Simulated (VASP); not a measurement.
Here is a VASP 6.6.1 calculation.

The input INCAR:

```
PREC     = Accurate       # precision mode
ENCUT    = 500            # plane-wave cutoff, eV
EDIFF    = 1E-6           # SCF threshold, eV
ISMEAR   = 0              # smearing method
SIGMA    = 0.15           # smearing width, eV
LREAL    = F              # projectors in reciprocal space
LASPH    = T              # aspherical terms in the spheres
NELM     = 120            # most SCF steps
ALGO     = Normal         # electronic algorithm
ISIF     = 2              # what is computed and relaxed
LWAVE    = F              # write WAVECAR
LCHARG   = F              # write CHGCAR
NBANDS   = 14             # bands
GGA_COMPAT= F
```

KPOINTS

```
Automatic mesh
0
Gamma
  22 22 22
```

File POSCAR:

```
Ir
1.0
    0.0000000000      2.1077333808      1.4326263789
    2.1077333808      0.0000000000      1.4326263789
    2.1077333808      2.1077333808      0.0000000000
Ir
1
Direct
    0.0000000000      0.0000000000      0.0000000000
```

Potentials or basis: VASP PAW LDA potentials, release 64 (Ir_sv_GW).

Launch:

```sh
$ cat potpaw_LDA.64/Ir_sv_GW/POTCAR > POTCAR
$ mpirun -np 1 vasp_std > vasp.out
```

**Question.** Estimate the pressure.

**Answer.** 54.4 GPa.

Stress tensor (GPa, compression positive):
```
64.88  0.00  0.00
 0.00 64.88  0.00
 0.00  0.00 33.54
```
